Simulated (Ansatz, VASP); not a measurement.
## SiW3 in VASP and in Ansatz

Contents of INCAR:

```
SYSTEM = SiW3
PREC = Accurate ; ENCUT = 520
EDIFF = 1E-7 ; ISMEAR = 0
SIGMA = 0.15 ; LREAL = .FALSE.
LASPH = .TRUE. ; NELM = 100
ALGO = Fast ; ISIF = 2
LWAVE = .FALSE. ; LCHARG = .FALSE.
GGA = PE ; NBANDS = 31
```

File KPOINTS:

```
Automatic mesh
0
G
  14 14 14
  0 0 0
```

POSCAR

```
SiW3
1.0
   -2.6037661906      2.6037661906      2.7209356692
    2.6037661906     -2.6037661906      2.7209356692
    2.6037661906      2.6037661906     -2.7209356692
Si W
1 3
Direct
    0.0000000000      0.0000000000      0.0000000000
    0.5000000000      0.5000000000      0.0000000000
    0.5000000000      0.0000000000      0.5000000000
    0.0000000000      0.5000000000      0.5000000000
```

Input for Ansatz:

```yaml
crystal:
  lattice:
    - [-2.6037661906, 2.6037661906, 2.7209356692]
    - [2.6037661906, -2.6037661906, 2.7209356692]
    - [2.6037661906, 2.6037661906, -2.7209356692]
  atoms:
    - { symbol: Si, position: [0.0, 0.0, 0.0] }
    - { symbol: W, position: [0.5, 0.5, 0.0] }
    - { symbol: W, position: [0.5, 0.0, 0.5] }
    - { symbol: W, position: [0.0, 0.5, 0.5] }
basis:
  ecutwfc: 420
kpoints:
  mp_grid: { grid: [14, 14, 14] }
hamiltonian:
  xc: pbe
scf:
  occupations: { method: gaussian, width: 0.15 }
output:
  forces: true
  stress: true
  eigenvalues: true
```

Change from the starting cell: strain +0.0450 x Voigt [0, 0, 1, 0, 0, 0], atoms carried along.

Alike in both runs: task single point; functional PBE; k mesh 14 × 14 × 14; occupations gaussian, width 0.15 eV; no spin polarisation.

|  | VASP | Ansatz |
| --- | --- | --- |
| version | VASP 6.6.1 | Ansatz 0.2.0 |
| potentials or method | VASP PAW PBE potentials, release 64 (Si, W_sv), cutoff 520 eV | scalar-relativistic, plane waves, PAW |
| valence electrons in the cell | 46 | 46 |

```csv
,VASP,Ansatz,Ansatz less VASP
gap on the k mesh at the Fermi level (eV),none,none,-
pressure (GPa),-6.7,-6.9,-0.26
"traceless stress, the component that is largest in VASP (GPa)",-7.34,-7.21,+0.123
```

A gap of «none» marks a metal or a gap that the smearing closes. The functional is the same, so the differences come from potentials, cutoffs and numerics.

Neither program's run includes spin-orbit coupling.
